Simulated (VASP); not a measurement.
# BN (zinc blende type) (F-43m) in VASP: further runs

BN (zinc blende type) is run at these levels: HSE06; tasks: single point.

Everything below comes from runs of VASP 6.6.1. Logs are shortened: lines on timing, memory, paths and dates and some standing lists are left out, and cuts for length are marked.

### Step 1. The cell of the first run

It takes space group F-43m (No. 216, cubic). The conventional cell has a = 3.630 Å, b = 3.630 Å, c = 3.630 Å, α = 90.00°, β = 90.00°, γ = 90.00°. B (site symmetry -43m) has 4 N at 1.57 Å within 2.1 Å. N (site symmetry -43m) has 4 B at 1.57 Å within 2.1 Å.

### Step 2. Single point, HSE06

The input, POSCAR:

```
BN
1.0
    0.0000000000      1.8150000000      1.8150000000
    1.8150000000      0.0000000000      1.8150000000
    1.8150000000      1.8150000000      0.0000000000
B N
1 1
Direct
    0.0000000000      0.0000000000      0.0000000000
    0.2500000000      0.2500000000      0.2500000000
```

The input, INCAR.step1:

```
PREC = Accurate ; ENCUT = 520
EDIFF = 1E-5 ; ISMEAR = -1
SIGMA = 0.02 ; LREAL = F
LASPH = T ; NELM = 60
ALGO = Normal ; ISIF = 2
LWAVE = T ; LCHARG = F
NBANDS = 11 ; GGA = PE
```

The input, INCAR.step2:

```
PREC = Accurate ; ENCUT = 520
EDIFF = 1E-6 ; ISMEAR = -1
SIGMA = 0.02 ; LREAL = F
LASPH = T ; NELM = 60
ALGO = Normal ; ISIF = 2
LWAVE = F ; LCHARG = F
GGA = PE ; LHFCALC = T
HFSCREEN = 0.2079 ; PRECFOCK = Normal
NBANDS = 11 ; ISTART = 1
```

The input, KPOINTS:

```
Automatic mesh
0
Gamma
  6 6 6
```

Potentials or basis: VASP PAW PBE potentials, release 64 (B, N).

Launch:

```bash
$ cat potpaw_PBE.64/B/POTCAR potpaw_PBE.64/N/POTCAR > POTCAR
$ cp INCAR.step1 INCAR
$ mpirun -np 1 vasp_std > vasp.out
$ cp INCAR.step2 INCAR
$ mpirun -np 1 vasp_std > vasp.out
```

OUTCAR:

```text
PREC = Accurate
   ENCUT = 520
   EDIFF = 1E-6
   ISMEAR = -1
   LREAL = F
   LASPH = T
   NELM = 60
   ISIF = 2
   GGA = PE
   LHFCALC = T
   HFSCREEN = 0.2079
   PRECFOCK = Normal
   ISTART = 1

 ion  position               nearest neighbor table
   1  0.000  0.000  0.000-   2 1.57   2 1.57   2 1.57   2 1.57
   2  0.250  0.250  0.250-   1 1.57   1 1.57   1 1.57   1 1.57

  LATTYP: Found a face centered cubic cell.
 ALAT       =     3.6300000000

  Lattice vectors:

 A1 = (   0.0000000000,   1.8150000000,   1.8150000000)
 A2 = (   1.8150000000,   0.0000000000,   1.8150000000)
 A3 = (   1.8150000000,   1.8150000000,   0.0000000000)

Analysis of symmetry for initial positions (statically):
=====================================================================
 Subroutine PRICEL returns:
 Original cell was already a primitive cell.

 Routine SETGRP: Setting up the symmetry group for a
 face centered cubic supercell.

 Subroutine GETGRP returns: Found 24 space group operations
 (whereof 24 operations were pure point group operations)
 out of a pool of 48 trial point group operations.

The static configuration has the point symmetry T_d .

Analysis of symmetry for dynamics (positions and initial velocities):
=====================================================================
 Subroutine PRICEL returns:
 Original cell was already a primitive cell.

 Routine SETGRP: Setting up the symmetry group for a
 face centered cubic supercell.

 Subroutine GETGRP returns: Found 24 space group operations
 (whereof 24 operations were pure point group operations)
 out of a pool of 48 trial point group operations.

The dynamic configuration has the point symmetry T_d .

 Subroutine INISYM returns: Found 24 space group operations
 (whereof 24 operations are pure point group operations),
 and found     1 'primitive' translations

----------------------------------------------------------------------------------------

                                     Primitive cell

  volume of cell :      11.9580

  direct lattice vectors                    reciprocal lattice vectors
     0.000000000  1.815000000  1.815000000    -0.275482094  0.275482094  0.275482094
     1.815000000  0.000000000  1.815000000     0.275482094 -0.275482094  0.275482094
     1.815000000  1.815000000  0.000000000     0.275482094  0.275482094 -0.275482094

  length of vectors
     2.566797616  2.566797616  2.566797616     0.477148983  0.477148983  0.477148983

  position of ions in fractional coordinates (direct lattice)
     0.000000000  0.000000000  0.000000000
     0.250000000  0.250000000  0.250000000

  ion indices of the primitive-cell ions
   primitive index   ion index
                 1           1
                 2           2

----------------------------------------------------------------------------------------

 KPOINTS: Automatic mesh

Automatic generation of k-mesh.
 Grid dimensions read from file:
 generate k-points for:    6    6    6

 Generating k-lattice:

  Cartesian coordinates                     Fractional coordinates (reciprocal lattice)
    -0.045913682  0.045913682  0.045913682     0.166666667  0.000000000  0.000000000
     0.045913682 -0.045913682  0.045913682     0.000000000  0.166666667  0.000000000
     0.045913682  0.045913682 -0.045913682     0.000000000  0.000000000  0.166666667

  Length of vectors
     0.079524830  0.079524830  0.079524830

  Shift w.r.t. Gamma in fractional coordinates (k-lattice)
     0.000000000  0.000000000  0.000000000

 Subroutine IBZKPT returns following result:
 ===========================================

 Found     16 irreducible k-points:

 Following reciprocal coordinates:
            Coordinates               Weight
  0.000000  0.000000  0.000000      1.000000
  0.166667  0.000000  0.000000      8.000000
  0.333333  0.000000  0.000000      8.000000
  0.500000  0.000000  0.000000      4.000000
  0.166667  0.166667  0.000000      6.000000
  0.333333  0.166667  0.000000     24.000000
[... 8 lines left out ...]
 -0.333333  0.333333  0.166667     24.000000
 -0.333333  0.500000  0.166667     12.000000
   k-points           NKPTS =     16   k-points in BZ     NKDIM =    216   number of bands    NBANDS=     11
   number of dos      NEDOS =    301   number of ions     NIONS =      2
   total plane-waves  NPLWV =   8000
   dimension x,y,z NGX =    20 NGY =   20 NGZ =   20
   dimension x,y,z NGXF=    40 NGYF=   40 NGZF=   40
   ions per type =               1   1
   NGX,Y,Z   is equivalent  to a cutoff of  12.95, 12.95, 12.95 a.u.
   NGXF,Y,Z  is equivalent  to a cutoff of  25.91, 25.91, 25.91 a.u.
 SYSTEM =  unknown system
   PREC   = accura    normal or accurate (medium, high low for compatibility)
   ISTART =      1    job   : 0-new  1-cont  2-samecut
   ICHARG =      0    charge: 1-file 2-atom 10-const
   ISPIN  =      1    spin polarized calculation?
   LNONCOLLINEAR =      F non collinear calculations
   LSORBIT =      F    spin-orbit coupling
   LASPH  =      T    aspherical Exc in radial PAW
   ENCUT  =  520.0 eV  38.22 Ry    6.18 a.u.   4.77  4.77  4.77*2*pi/ulx,y,z
   NELM   =     60;   NELMIN=  2; NELMDL=  0     # of ELM steps
   EDIFF  = 0.1E-05   stopping-criterion for ELM
   LREAL  =      F    real-space projection
   EDIFFG = 0.1E-04   stopping-criterion for IOM
   NSW    =      0    number of steps for IOM
   IBRION =     -1    ionic relax: 0-MD 1-quasi-New 2-CG
   NFREE  =      0    steps in history (QN), initial steepest desc. (CG)
   ISIF   =      2    stress and relaxation
   ISYM   =      3    0-nonsym 1-usesym 2-fastsym
   POTIM  = 0.5000    time-step for ionic-motion
   TEBEG  =    0.0;   TEEND  =   0.0 temperature during run
   PSTRESS=    0.0 pullay stress
   NELECT =       8.0000    total number of electrons
   NUPDOWN=      -1.0000    fix difference up-down
   EMIN   =  10.00;   EMAX   =-10.00  energy-range for DOS
   EFERMI =   0.00;   METHOD = LEGACY
   ISMEAR =    -1;   SIGMA  =   0.02  broadening in eV -4-tet -1-fermi 0-gaus
   EFERMI_NEDOS =   21; number of points for ismear=-14 and -15
   IALGO  =     38    algorithm
   IMIX   =      1    mixing-type and parameters
     AMIX     =   0.40;   BMIX     =  1.00
     AMIX_MAG =   1.60;   BMIX_MAG =  1.00
  volume/ion in A,a.u.               =       5.98        40.35
  Fermi-wavevector in a.u.,A,eV,Ry     =   1.431808  2.705725 27.892963  2.050075
  Thomas-Fermi vector in A             =   2.551504
   LORBIT       =      0    0 simple, 1 ext, 2 COOP (PROOUT), +10 PAW based schemes
   GGA     = PE    functional components
   LHFCALC =     T    Hartree Fock is set to
   PRECFOCK=normal    Normal, Fast or Accurate (Low or Medium for compatibility)
   ENCUT4O =  -1.0   cutoff for four orbital integrals eV
   NKREDX  =     1    reduce k-point grid by
   NKREDY  =     1    reduce k-point grid by
   NKREDZ  =     1    reduce k-point grid by
   AEXX    =    0.2500 exact exchange contribution
   HFSCREEN=    0.2079 screening length (either q_TF or 0.3 A-1)
   HFSCREENC=   0.2079 screening length for correlation (either q_TF or 0.3 A-1)
   ENCUTFOCK=  -1.0 apply spherical cutoff to Coloumb kernel
   IVDW    =     0    specifies the selected vdW correction
   LEPSILON=     F    determine dielectric tensor
   LRPA    =     F    only Hartree local field effects (RPA)
 non-spin polarized calculation
  energy-cutoff  :      520.00
  volume of cell :       11.96
 maximum number of plane-waves:       332
  NGX = 16; NGY = 16; NGZ = 16

 number of electron       7.9999999 magnetization

 Free energy of the ion-electron system (eV)
  ---------------------------------------------------
  ext. energy  EPLUGINS =         0.00000000
  ---------------------------------------------------
  free energy    TOTEN  =       -20.31550012 eV

  energy without entropy =      -20.31550012  energy(sigma->0) =      -20.31550012

 E-fermi :   6.8877     XC(G=0): -10.4410

 val. band max:        6.3963091088   @ k =   0.0000   0.0000   0.0000
 cond. band min:      12.1547668189   @ k =   0.5000   0.5000   0.0000
 fundamental gap:      5.7584577101
 Fermi energy:         6.8877059394

 k-point     1 :       0.0000    0.0000    0.0000
  band No.  band energies     occupation
      1     -15.5607      2.00000
      2       6.3963      2.00000
      3       6.3963      2.00000
      4       6.3963      2.00000
      5      16.8841      0.00000
      6      16.8841      0.00000
      7      16.8841      0.00000
      8      18.3139      0.00000
      9      32.8830      0.00000
     10      35.9918      0.00000
     11      35.9918      0.00000

 k-point     2 :       0.1667    0.0000    0.0000
  band No.  band energies     occupation
      1     -14.8462      2.00000
      2       3.1630      2.00000
      3       5.7418      2.00000
      4       5.7418      2.00000
      5      17.3296      0.00000
      6      17.8509      0.00000
      7      17.8509      0.00000
      8      20.4192      0.00000
      9      32.1167      0.00000
     10      32.1167      0.00000
     11      32.1277      0.00000

 k-point     3 :       0.3333    0.0000    0.0000
  band No.  band energies     occupation
      1     -12.8650      2.00000
      2      -2.0949      2.00000
      3       4.7299      2.00000
      4       4.7299      2.00000
      5      17.8496      0.00000
      6      18.8036      0.00000
      7      18.8036      0.00000
      8      22.9034      0.00000
      9      31.4102      0.00000
     10      32.6111      0.00000
     11      32.6111      0.00000
[... 155 lines left out ...]
 k-point    15 :      -0.3333    0.3333    0.1667
  band No.  band energies     occupation
      1      -9.8892      2.00000
      2      -3.2405      2.00000
      3      -0.1430      2.00000
      4       1.6148      2.00000
      5      17.4523      0.00000
      6      19.9340      0.00000
      7      23.3887      0.00000
      8      24.9044      0.00000
      9      26.3268      0.00000
     10      34.2756      0.00000
     11      36.4844      0.00000

 k-point    16 :      -0.3333    0.5000    0.1667
  band No.  band energies     occupation
      1      -9.4052      2.00000
      2      -2.4997      2.00000
      3      -0.2457      2.00000
      4      -0.1241      2.00000
      5      15.6365      0.00000
      6      20.0321      0.00000
      7      23.5214      0.00000
      8      25.3090      0.00000
      9      28.1761      0.00000
     10      34.4454      0.00000
     11      38.5396      0.00000

------------------------ aborting loop because EDIFF is reached ----------------------------------------

  FORCE on cell =-STRESS in cart. coord.  units (eV):
  Direction    XX          YY          ZZ          XY          YZ          ZX
  --------------------------------------------------------------------------------------
  -------------------------------------------------------------------------------------
  Total       -0.7680813     -0.7680813     -0.7680813      0.0000000      0.0000000      0.0000000
  in kB     -102.9100716   -102.9100716   -102.9100716      0.0000000      0.0000000      0.0000000
  external PRESSURE =    -102.9100716 kB  Pullay stress =       0.0000000 kB

 VOLUME and BASIS-vectors are now :
 -----------------------------------------------------------------------------
  energy-cutoff  :      520.00
  volume of cell :       11.96
      direct lattice vectors                 reciprocal lattice vectors
     0.000000000  1.815000000  1.815000000    -0.275482094  0.275482094  0.275482094
     1.815000000  0.000000000  1.815000000     0.275482094 -0.275482094  0.275482094
     1.815000000  1.815000000  0.000000000     0.275482094  0.275482094 -0.275482094

 POSITION                                       TOTAL-FORCE (eV/Angst)
 -----------------------------------------------------------------------------------
      0.00000      0.00000      0.00000        -0.000000     -0.000000     -0.000000
      0.90750      0.90750      0.90750         0.000000      0.000000      0.000000
 -----------------------------------------------------------------------------------
    total drift:                                0.000001      0.000000      0.000000

  FREE ENERGIE OF THE ION-ELECTRON SYSTEM (eV)
  ---------------------------------------------------
  free  energy   TOTEN  =       -20.3155001176 eV

  energy  without entropy=      -20.3155001176  energy(sigma->0) =      -20.31550012
```

Wall time 2.9 min (1 thread of Intel Xeon Platinum 8259CL at 2.50GHz (Skylake/Cascade Lake), shared host); peak memory 0.21 GiB.

Results:

```yaml
Free_energy: -20.3155 eV
Pressure: -10.3 GPa
Band_gap_on_the_k_mesh: 5.76 eV (least direct gap 10.49 eV)
```

Levels at points of the mesh, in eV from the valence-band top:
```csv
k point,band 1,band 2,band 3,band 4,band 5,band 6,band 7,band 8
"(0.00, 0.00, 0.00)",-21.96,0.00,0.00,0.00,10.49,10.49,10.49,11.92
"(0.50, 0.00, 0.00)",-17.50,-11.51,-2.08,-2.08,11.67,12.44,12.44,17.24
"(0.50, 0.50, 0.00)",-16.03,-9.68,-5.25,-5.25,5.76,10.66,20.25,20.25
```

Caveat: the k points lie up to 0.50 Å⁻¹ apart; the PAW data sets were made with another functional, which shifts forces and pressure a little. A k mesh can miss the band edges.

### Step 3. Single point, HSE06

POSCAR is that of step 2.

The input, INCAR.step1:

```
ALGO = Normal ; EDIFF = 1E-5
ENCUT = 520 ; GGA = PE
ISIF = 2 ; ISMEAR = -1
LASPH = T ; LCHARG = F
LREAL = F ; LWAVE = T
NBANDS = 11 ; NELM = 80
PREC = Accurate ; SIGMA = 0.02
```

The input, INCAR.step2:

```
ALGO = Normal ; EDIFF = 1E-6
ENCUT = 520 ; GGA = PE
HFSCREEN = 0.2079 ; ISIF = 2
ISMEAR = -1 ; ISTART = 1
LASPH = T ; LCHARG = F
LHFCALC = T ; LREAL = F
LWAVE = F ; NBANDS = 11
NELM = 80 ; PREC = Accurate
PRECFOCK = Normal ; SIGMA = 0.02
```

The input, KPOINTS:

```
k-points
0
Gamma
  8 8 8
```

Potentials or basis: VASP PAW PBE potentials, release 64 (B, N).

Launch:

```bash
$ cat potpaw_PBE.64/B/POTCAR potpaw_PBE.64/N/POTCAR > POTCAR
$ cp INCAR.step1 INCAR
$ mpirun -np 1 vasp_std > vasp.out
$ cp INCAR.step2 INCAR
$ mpirun -np 1 vasp_std > vasp.out
```

Wall time 11 min (1 thread of Intel Xeon Platinum 8259CL at 2.50GHz (Skylake/Cascade Lake), shared host); peak memory 0.23 GiB.

Results (log left out):

```
Free energy            : -20.3188 eV
Pressure               : -10.3 GPa
Band gap on the k mesh : 5.76 eV (least direct gap 10.49 eV)
```

Levels at points of the mesh, in eV from the valence-band top:
```csv
k point,band 2,band 3,band 4,band 5,band 6,band 7
"(0.00, 0.00, 0.00)",0.00,0.00,0.00,10.49,10.49,10.49
"(0.50, 0.00, 0.00)",-11.51,-2.08,-2.08,11.67,12.44,12.44
"(0.50, 0.50, 0.00)",-9.68,-5.25,-5.25,5.76,10.66,20.25
```

Caveat: the cell stands under tension; the PAW data sets were made with another functional, which shifts forces and pressure a little.
